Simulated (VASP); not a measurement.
Here is a VASP 6.6.1 calculation.

The input INCAR:

```
SYSTEM = Si2Ni
  PREC = Accurate
  ENCUT = 520
  EDIFF = 1E-6
  ISMEAR = 0
  SIGMA = 0.05
  LREAL = .False.
  LASPH = .True.
  NELM = 150
  ALGO = Normal
  ISIF = 2
  LWAVE = .False.
  LCHARG = .True.
  ISPIN = 2
  MAGMOM = 0 0 0.05
  LORBIT = 11
  LMAXMIX = 4
  GGA = PE
  IVDW = 12
  LELF = .True.
  LVHAR = .True.
  NBANDS = 20
```

The input KPOINTS:

```
Automatic mesh
0
Gamma
  8 8 8
  0 0 0
```

The input POSCAR:

```
Si2Ni
1.0
    0.0000000000      2.7045571426      2.7045571426
    2.7045571426      0.0000000000      2.7045571426
    2.7045571426      2.7045571426      0.0000000000
Si Ni
2 1
Direct
    0.2500000000      0.2500000000      0.2500000000
    0.7500000000      0.7500000000      0.7500000000
    0.0000000000      0.0000000000      0.0000000000
```

Potentials or basis: VASP PAW PBE potentials, release 64 (Si, Ni).

Command:

```bash
$ cat potpaw_PBE.64/Si/POTCAR potpaw_PBE.64/Ni/POTCAR > POTCAR
$ mpirun -np 1 vasp_std > vasp.out
```

Question: Predict the net moment.

Answer: 0.00 μB per cell.

Question: Estimate the dispersion energy per atom.

Answer: -0.444 eV.
